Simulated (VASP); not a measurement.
# CoO (Fm-3m) in VASP: notebook

The runs below take CoO through single point, with PBEsol+D4, LDA, r2SCAN+D4.

All numbers are computed with VASP 6.6.1; they aren't measurements. Logs are shortened: lines on timing, memory, paths and dates and some standing lists are left out, and cuts for length are marked.

## (1) The cell of the first run

Symmetry: Fm-3m, No. 225, cubic system. The conventional cell has a = 4.347 Å, b = 4.347 Å, c = 4.347 Å, α = 90.00°, β = 90.00°, γ = 90.00°. Within 2.9 Å of Co (site symmetry m-3m) lie 6 O at 2.17 Å. O (site symmetry m-3m) has 6 Co at 2.17 Å within 2.9 Å.

## (2) Single point, PBEsol+D4, collinear spin, ferromagnetic start

Input file INCAR:

```
SYSTEM = CoO
  ALGO = Normal
  EDIFF = 1E-6
  ENCUT = 520
  GGA = PS
  ISIF = 2
  ISMEAR = -1
  ISPIN = 2
  IVDW = 13
  LASPH = .True.
  LCHARG = .False.
  LMAXMIX = 4
  LORBIT = 11
  LREAL = .False.
  LWAVE = .False.
  MAGMOM = 2 0
  NBANDS = 18
  NELM = 150
  PREC = Accurate
  SIGMA = 0.05
```

Input file KPOINTS:

```
k-points
0
Gamma
  11 11 11
  0 0 0
```

Input file POSCAR:

```
CoO
1.0
    0.0000000000      2.1733047310      2.1733047310
    2.1733047310      0.0000000000      2.1733047310
    2.1733047310      2.1733047310      0.0000000000
Co O
1 1
Direct
    0.0000000000      0.0000000000      0.0000000000
    0.5000000000      0.5000000000      0.5000000000
```

Potentials or basis: VASP PAW PBE potentials, release 64 (Co, O).

The run is started by

```console
$ cat potpaw_PBE.64/Co/POTCAR potpaw_PBE.64/O/POTCAR > POTCAR
$ mpirun -np 1 vasp_std > vasp.out
```

OUTCAR:

```text
SYSTEM = CoO
   EDIFF = 1E-6
   ENCUT = 520
   GGA = PS
   ISIF = 2
   ISMEAR = -1
   ISPIN = 2
   IVDW = 13
   LASPH = .True.
   LORBIT = 11
   LREAL = .False.
   NELM = 150
   PREC = Accurate

 ion  position               nearest neighbor table
   1  0.000  0.000  0.000-   2 2.17   2 2.17   2 2.17   2 2.17   2 2.17   2 2.17
   2  0.500  0.500  0.500-   1 2.17   1 2.17   1 2.17   1 2.17   1 2.17   1 2.17

  LATTYP: Found a face centered cubic cell.
 ALAT       =     4.3466094620

  Lattice vectors:

 A1 = (   0.0000000000,   2.1733047310,   2.1733047310)
 A2 = (   2.1733047310,   0.0000000000,   2.1733047310)
 A3 = (   2.1733047310,   2.1733047310,   0.0000000000)

Analysis of symmetry for initial positions (statically):
[... 25 lines left out ...]
The dynamic configuration has the point symmetry O_h .

Analysis of structural, dynamic, and magnetic symmetry:
=====================================================================
 Subroutine PRICEL returns:
[... 7 lines left out ...]
 out of a pool of 48 trial point group operations.

The overall configuration has the point symmetry O_h .

 Subroutine INISYM returns: Found 48 space group operations
[... 5 lines left out ...]
                                     Primitive cell

  volume of cell :      20.5301

  direct lattice vectors                    reciprocal lattice vectors
     0.000000000  2.173304731  2.173304731    -0.230064377  0.230064377  0.230064377
     2.173304731  0.000000000  2.173304731     0.230064377 -0.230064377  0.230064377
     2.173304731  2.173304731  0.000000000     0.230064377  0.230064377 -0.230064377

  length of vectors
     3.073517026  3.073517026  3.073517026     0.398483191  0.398483191  0.398483191

  position of ions in fractional coordinates (direct lattice)
     0.000000000  0.000000000  0.000000000
     0.500000000  0.500000000  0.500000000

  ion indices of the primitive-cell ions
   primitive index   ion index
                 1           1
                 2           2

----------------------------------------------------------------------------------------

 KPOINTS: k-points

Automatic generation of k-mesh.
 Grid dimensions read from file:
 generate k-points for:   11   11   11

 Generating k-lattice:

  Cartesian coordinates                     Fractional coordinates (reciprocal lattice)
    -0.020914943  0.020914943  0.020914943     0.090909091  0.000000000  0.000000000
     0.020914943 -0.020914943  0.020914943     0.000000000  0.090909091  0.000000000
     0.020914943  0.020914943 -0.020914943     0.000000000  0.000000000  0.090909091

  Length of vectors
     0.036225745  0.036225745  0.036225745

  Shift w.r.t. Gamma in fractional coordinates (k-lattice)
     0.000000000  0.000000000  0.000000000

 Subroutine IBZKPT returns following result:
 ===========================================

 Found     56 irreducible k-points:

 Following reciprocal coordinates:
            Coordinates               Weight
  0.000000  0.000000  0.000000      1.000000
  0.090909  0.000000  0.000000      8.000000
  0.181818  0.000000  0.000000      8.000000
  0.272727  0.000000  0.000000      8.000000
  0.363636  0.000000  0.000000      8.000000
  0.454545  0.000000  0.000000      8.000000
[... 16 lines left out ...]
 -0.272727  0.181818  0.000000     24.000000
 -0.181818  0.181818  0.000000     12.000000
 [... further k-points ...]
   k-points           NKPTS =     56   k-points in BZ     NKDIM =     56   number of bands    NBANDS=     18
   number of dos      NEDOS =    301   number of ions     NIONS =      2
   total plane-waves  NPLWV =  13824
   dimension x,y,z NGX =    24 NGY =   24 NGZ =   24
   dimension x,y,z NGXF=    48 NGYF=   48 NGZF=   48
   ions per type =               1   1
   NGX,Y,Z   is equivalent  to a cutoff of  12.98, 12.98, 12.98 a.u.
   NGXF,Y,Z  is equivalent  to a cutoff of  25.96, 25.96, 25.96 a.u.
 SYSTEM =  CoO
   PREC   = accura    normal or accurate (medium, high low for compatibility)
   ISTART =      0    job   : 0-new  1-cont  2-samecut
   ICHARG =      2    charge: 1-file 2-atom 10-const
   ISPIN  =      2    spin polarized calculation?
   LNONCOLLINEAR =      F non collinear calculations
   LSORBIT =      F    spin-orbit coupling
   LASPH  =      T    aspherical Exc in radial PAW
   ENCUT  =  520.0 eV  38.22 Ry    6.18 a.u.   5.71  5.71  5.71*2*pi/ulx,y,z
   NELM   =    150;   NELMIN=  2; NELMDL= -5     # of ELM steps
   EDIFF  = 0.1E-05   stopping-criterion for ELM
   LREAL  =      F    real-space projection
   EDIFFG = 0.1E-04   stopping-criterion for IOM
   NSW    =      0    number of steps for IOM
   IBRION =     -1    ionic relax: 0-MD 1-quasi-New 2-CG
   NFREE  =      0    steps in history (QN), initial steepest desc. (CG)
   ISIF   =      2    stress and relaxation
   ISYM   =      2    0-nonsym 1-usesym 2-fastsym
   POTIM  = 0.5000    time-step for ionic-motion
   TEBEG  =    0.0;   TEEND  =   0.0 temperature during run
   PSTRESS=    0.0 pullay stress
   NELECT =      15.0000    total number of electrons
   NUPDOWN=      -1.0000    fix difference up-down
   EMIN   =  10.00;   EMAX   =-10.00  energy-range for DOS
   EFERMI =   0.00;   METHOD = LEGACY
   ISMEAR =    -1;   SIGMA  =   0.05  broadening in eV -4-tet -1-fermi 0-gaus
   EFERMI_NEDOS =   21; number of points for ismear=-14 and -15
   IALGO  =     38    algorithm
   IMIX   =      4    mixing-type and parameters
     AMIX     =   0.40;   BMIX     =  1.00
     AMIX_MAG =   1.60;   BMIX_MAG =  1.00
  volume/ion in A,a.u.               =      10.27        69.27
  Fermi-wavevector in a.u.,A,eV,Ry     =   1.474488  2.786379 29.580635  2.174115
  Thomas-Fermi vector in A             =   2.589253
   LORBIT       =     11    0 simple, 1 ext, 2 COOP (PROOUT), +10 PAW based schemes
   GGA     = PS    functional components
   LHFCALC =     F    Hartree Fock is set to
   AEXX    =    0.0000 exact exchange contribution
   IVDW    =    13    specifies the selected vdW correction
   LEPSILON=     F    determine dielectric tensor
   LRPA    =     F    only Hartree local field effects (RPA)
 spin polarized calculation
  energy-cutoff  :      520.00
  volume of cell :       20.53
 maximum number of plane-waves:       564
   NGX = 11   NGY = 11   NGZ = 11

 number of electron      14.9999997 magnetization       2.9929702

 Free energy of the ion-electron system (eV)
  ---------------------------------------------------
  ext. energy  EPLUGINS =         0.00000000
  ---------------------------------------------------
  free energy    TOTEN  =       -13.84817917 eV

  energy without entropy =      -13.81476974  energy(sigma->0) =      -13.83147445

 E-fermi :   6.9904     XC(G=0): -12.3173

 val. band max:        6.9833783630   @ k =  -0.4545   0.2727   0.0000
 cond. band min:       6.9966292045   @ k =  -0.1818   0.2727   0.0909
 fundamental gap:      0.0132508414
 Fermi energy:         6.9903787838

 spin component 1

 k-point     1 :       0.0000    0.0000    0.0000
  band No.  band energies     occupation
      1     -12.6994      1.00000
      2       3.7295      1.00000
      3       3.7295      1.00000
      4       3.9202      1.00000
      5       3.9202      1.00000
      6       3.9202      1.00000
[... 10 lines left out ...]
     17      27.2333      0.00000
     18      30.9594      0.00000

 k-point     2 :       0.0909    0.0000    0.0000
  band No.  band energies     occupation
      1     -12.6219      1.00000
      2       3.1051      1.00000
      3       3.1051      1.00000
      4       3.1377      1.00000
      5       3.9484      1.00000
      6       3.9484      1.00000
[... 10 lines left out ...]
     17      28.4862      0.00000
     18      32.1045      0.00000
[... 442 lines left out ...]
 k-point    24 :      -0.1818    0.1818    0.0000
  band No.  band energies     occupation
      1     -12.0283      1.00000
      2       0.6529      1.00000
      3       1.6563      1.00000
      4       2.2513      1.00000
      5       4.2079      1.00000
      6       4.2139      1.00000
[... 10 lines left out ...]
     17      33.5940      0.00000
     18      35.4082      0.00000

 [... further k-points ...]

 spin component 2

 k-point     1 :       0.0000    0.0000    0.0000
  band No.  band energies     occupation
      1     -12.1417      1.00000
      2       4.6422      1.00000
      3       4.6422      1.00000
      4       4.6422      1.00000
      5       6.0062      1.00000
      6       6.0062      1.00000
[... 10 lines left out ...]
     17      28.1758      0.00000
     18      31.7578      0.00000

 k-point     2 :       0.0909    0.0000    0.0000
  band No.  band energies     occupation
      1     -12.0618      1.00000
      2       3.9287      1.00000
      3       4.3552      1.00000
      4       4.3553      1.00000
      5       6.1014      1.00000
      6       6.1015      1.00000
[... 10 lines left out ...]
     17      29.2483      0.00000
     18      32.9453      0.00000
[... 442 lines left out ...]
 k-point    24 :      -0.1818    0.1818    0.0000
  band No.  band energies     occupation
      1     -11.4449      1.00000
      2       1.4284      1.00000
      3       3.1288      1.00000
      4       3.1381      1.00000
      5       6.3738      1.00000
      6       6.7854      0.98368
[... 10 lines left out ...]
     17      34.2088      0.00000
     18      35.9797      0.00000

 [... further k-points ...]

------------------------ aborting loop because EDIFF is reached ----------------------------------------

  DFT-D4 for vdW energy calculation

  Edisp (eV):   -0.30191

  FORCE on cell =-STRESS in cart. coord.  units (eV):
  Direction    XX          YY          ZZ          XY          YZ          ZX
  --------------------------------------------------------------------------------------
  -------------------------------------------------------------------------------------
  Total      -2.65562    -2.65562    -2.65562     0.00000     0.00000    -0.00000
  in kB    -207.24566  -207.24566  -207.24566     0.00000     0.00000    -0.00000
  external pressure =     -207.25 kB  Pullay stress =        0.00 kB

 VOLUME and BASIS-vectors are now :
 -----------------------------------------------------------------------------
  energy-cutoff  :      520.00
  volume of cell :       20.53
      direct lattice vectors                 reciprocal lattice vectors
     0.000000000  2.173304731  2.173304731    -0.230064377  0.230064377  0.230064377
     2.173304731  0.000000000  2.173304731     0.230064377 -0.230064377  0.230064377
     2.173304731  2.173304731  0.000000000     0.230064377  0.230064377 -0.230064377

 POSITION                                       TOTAL-FORCE (eV/Angst)
 -----------------------------------------------------------------------------------
      0.00000      0.00000      0.00000         0.000000      0.000000      0.000000
      2.17330      2.17330      2.17330         0.000000      0.000000      0.000000
 -----------------------------------------------------------------------------------
    total drift:                                0.000000     -0.000000     -0.000000

  FREE ENERGIE OF THE ION-ELECTRON SYSTEM (eV)
  ---------------------------------------------------
  free  energy   TOTEN  =       -14.1500850599 eV

  energy  without entropy=      -14.1166756310  energy(sigma->0) =      -14.13338035

 total charge

# of ion       s       p       d       tot
------------------------------------------
    1        0.282   0.322   7.102   7.707
    2        1.551   3.371   0.000   4.921
--------------------------------------------------
tot          1.833   3.693   7.102  12.628

 magnetization (x)

# of ion       s       p       d       tot
------------------------------------------
    1        0.019   0.016   2.574   2.608
    2        0.027   0.299   0.000   0.326
--------------------------------------------------
tot          0.046   0.315   2.574   2.935
```

Wall time 30 s (1 thread of Intel Xeon Platinum 8259CL at 2.50GHz (Skylake/Cascade Lake), shared host); peak memory 0.17 GiB.

Results:

```yaml
Free_energy: -14.1501 eV
Pressure: -20.7 GPa
Band_gap_on_the_k_mesh: zero (filled and empty bands overlap)
Net_moment: 2.99 μB per cell
Site_moments: Co +2.61; O +0.33 μB
Valence_electrons_inside_the_program's_atomic_spheres: Co 7.71; O 4.92
Dispersion_energy_per_atom: -0.151 eV
```

Levels at points of the mesh, in eV from the Fermi level:
Spin up:
| k point | band 6 | band 7 | band 8 | band 9 | band 10 | band 11 | band 12 | band 13 |
| --- | --- | --- | --- | --- | --- | --- | --- | --- |
| (0.00, 0.00, 0.00) | -3.07 | -2.97 | -2.97 | -2.97 | 0.55 | 16.38 | 17.45 | 17.45 |
Spin down:
```
           k point  band 3  band 4  band 5  band 6  band 7  band 8  band 9  band 10
(0.00, 0.00, 0.00)   -2.35   -2.35   -0.98   -0.98   -0.98   -0.05   -0.05     1.11
```

Caveat: the PAW data sets were made with another functional, which shifts forces and pressure a little; a cell with one magnetic atom can't hold antiferromagnetic order, which such compounds often take; semilocal functionals often make such compounds metallic where correlation or magnetic order opens a gap, which also shifts bond lengths; pairwise dispersion overbinds metals, which lowers pressure and volume. With open d or f shells a metallic result of PBEsol can be an artefact of self-interaction; +U or a hybrid may open a gap.

[end of part 1 of 3]
